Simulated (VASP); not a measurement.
Set up this calculation in VASP 6.6.1, as the native input.

```
Task                   : relaxation of cell and atoms
Functional             : PBE
Potentials or basis    : VASP PAW PBE potentials, release 64 (Be, Cd, O)
Cutoff                 : 600 eV
k mesh                 : 3 × 3 × 3
Occupations            : gaussian, width 0.15 eV
Spin                   : no spin polarisation
Dipole correction      : no
Further INCAR settings : ALGO = Normal; EDIFF = 1e-07; IBRION = 2; EDIFFG = -0.08; NSW = 36; ISIF = 3
```

The structure of Be3CdO4 lies in POSCAR:

```
Be3CdO4
1.0
    4.7814191900      0.0000000000      0.0000000000
    0.0000000000      4.7814191900      0.0000000000
    0.0000000000      0.0000000000      4.7814191900
Be Cd O
3 1 4
Direct
    0.0000000000      0.0000000000      0.5000000000
    0.0000000000      0.5000000000      0.0000000000
    0.5000000000      0.0000000000      0.0000000000
    0.0000000000      0.0000000000      0.0000000000
    0.2090020000      0.2090020000      0.2090020000
    0.2090020000      0.7909980000      0.7909980000
    0.7909980000      0.2090020000      0.7909980000
    0.7909980000      0.7909980000      0.2090020000
```

The cell was built from a structure type or drawn by symmetry, and may not be a known phase.

The input as run:

INCAR

```
PREC = Accurate
ENCUT = 600
EDIFF = 1E-7
ISMEAR = 0
SIGMA = 0.15
LREAL = False
LASPH = True
NELM = 120
ALGO = Normal
ISIF = 3
LWAVE = False
LCHARG = False
GGA = PE
IBRION = 2
NSW = 36
EDIFFG = -0.08
GGA_COMPAT = False
NELMIN = 4
```

KPOINTS

```
regular mesh
0
Gamma
  3 3 3
```

Potentials or basis: VASP PAW PBE potentials, release 64 (Be, Cd, O).

Run with:

```sh
$ cat potpaw_PBE.64/Be/POTCAR potpaw_PBE.64/Cd/POTCAR potpaw_PBE.64/O/POTCAR > POTCAR
$ mpirun -np 1 vasp_std > vasp.out
```

Results of the run:

The relaxed volume is 11.61 Å³/atom, the relaxed cell is a = 4.529 Å, b = 4.529 Å, c = 4.529 Å, α = 90.00°, β = 90.00°, γ = 90.00° and the space group after relaxing (to 0.1 Å) is P-43m (No. 215). The pressure after relaxing is 0.8 GPa and the band gap on the k mesh is 2.02 eV.

Caveat: the k points lie up to 0.46 Å⁻¹ apart in the final cell; the volume moved by over 15 % at a fixed basis, so the end points are rough.

It took 2.1 min on 1 thread of AMD EPYC 9R45 96-Core Processor (Zen 5), with other jobs on the host, peak memory 0.22 GiB.
